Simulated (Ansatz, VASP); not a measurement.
HgTe in VASP and in Ansatz

```xyz
2
Lattice="0.0000 3.2235 3.2235 3.2235 0.0000 3.2235 3.2235 3.2235 0.0000" Properties=species:S:1:pos:R:3 pbc="T T T"
Hg    0.0000    0.0000    0.0000
Te    4.8353    4.8353    4.8353
```

Alike in both runs: task single point; functional PBE; k mesh 14 × 14 × 14; occupations gaussian, width 0.15 eV; no spin polarisation.

|  | VASP | Ansatz |
| --- | --- | --- |
| version | VASP 6.6.1 | Ansatz 0.2.0 |
| potentials or method | VASP PAW PBE potentials, release 64 (Hg, Te), cutoff 520 eV | scalar-relativistic, plane waves, PAW |
| valence electrons in the cell | 18 | 36 |

|  | VASP | Ansatz | Ansatz less VASP |
| --- | --- | --- | --- |
| gap on the k mesh at the Fermi level (eV) | none | none | - |
| pressure (GPa) | 4.1 | 4.1 | -0.08 |

A gap of «none» marks a metal or a gap that the smearing closes. With one functional, cell and mesh, what is left measures potentials, basis and numerics. VASP's potentials hold 18 valence electrons a cell and Ansatz's 36, so a difference there can come from the potentials and not from the codes.

Spin-orbit coupling is off throughout.
